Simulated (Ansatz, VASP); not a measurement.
One calculation of FeGe, two programs

The input INCAR:

```
PREC     = Accurate       # precision mode
ENCUT    = 520            # plane-wave cutoff, eV
EDIFF    = 1E-6           # SCF threshold, eV
ISMEAR   = 0              # smearing method
SIGMA    = 0.1            # smearing width, eV
LREAL    = F              # projectors in reciprocal space
LASPH    = T              # aspherical terms in the spheres
NELM     = 150            # most SCF steps
ALGO     = Normal         # electronic algorithm
ISIF     = 2              # what is computed and relaxed
LWAVE    = F              # write WAVECAR
LCHARG   = F              # write CHGCAR
ISPIN    = 2              # spin polarisation
MAGMOM   = 4 0            # initial moments
LORBIT   = 11             # projections on sites
LMAXMIX  = 4              # l up to which the mixer works
GGA      = PE             # functional
NBANDS   = 22             # bands
```

Contents of KPOINTS:

```
Automatic mesh
0
Gamma
  6 6 4
```

POSCAR

```
FeGe
1.0
    2.9030215000      0.0000000000      0.0000000000
   -1.4515107500      2.5140903700      0.0000000000
    0.0000000000      0.0000000000      4.4036750800
Fe Ge
1 1
Direct
    0.0000000000      0.0000000000      0.0000000000
    0.3333333300      0.6666666700      0.5000000000
```

Input for Ansatz:

```yaml
crystal:
  lattice:
    - [2.9030215, 0.0, 0.0]
    - [-1.45151075, 2.51409037, 0.0]
    - [0.0, 0.0, 4.40367508]
  atoms:
    - { symbol: Fe, position: [0.0, 0.0, 0.0], spin: 4.0 }
    - { symbol: Ge, position: [0.33333333, 0.66666667, 0.5] }
basis:
  ecutwfc: 420
kpoints:
  mp_grid: { grid: [6, 6, 4] }
hamiltonian:
  xc: pbe
scf:
  occupations: { method: gaussian, width: 0.1 }
  lower_state_search: "off"
output:
  forces: true
  stress: true
  eigenvalues: true
  populations: true
magnetization:
  spin_polarized: true
```

Alike in both runs: task single point; functional PBE; k mesh 6 × 6 × 4; occupations gaussian, width 0.1 eV; collinear spin.

|  | VASP | Ansatz |
| --- | --- | --- |
| version | VASP 6.6.1 | Ansatz 0.2.0 |
| potentials or method | VASP PAW PBE potentials, release 64 (Fe, Ge_d), cutoff 520 eV | scalar-relativistic, plane waves, PAW |
| valence electrons in the cell | 22 | 30 |

```csv
,VASP,Ansatz,Ansatz less VASP
gap on the k mesh at the Fermi level (eV),none,none,-
pressure (GPa),-13.0,-13.1,-0.04
"traceless stress, the component that is largest in VASP (GPa)",-7.76,-7.64,+0.112
net moment per atom (μB),1.28,1.29,+0.005
size of the moment on the site where the two differ most (μB),2.61,2.65,+0.037
```

Site moments also hang on the region over which each program counts them. A gap of «none» marks a metal or a gap that the smearing closes. VASP's potentials hold 22 valence electrons a cell and Ansatz's 30, so a difference there can come from the potentials and not from the codes.

The k mesh is coarse, so the values compare programs but aren't converged.
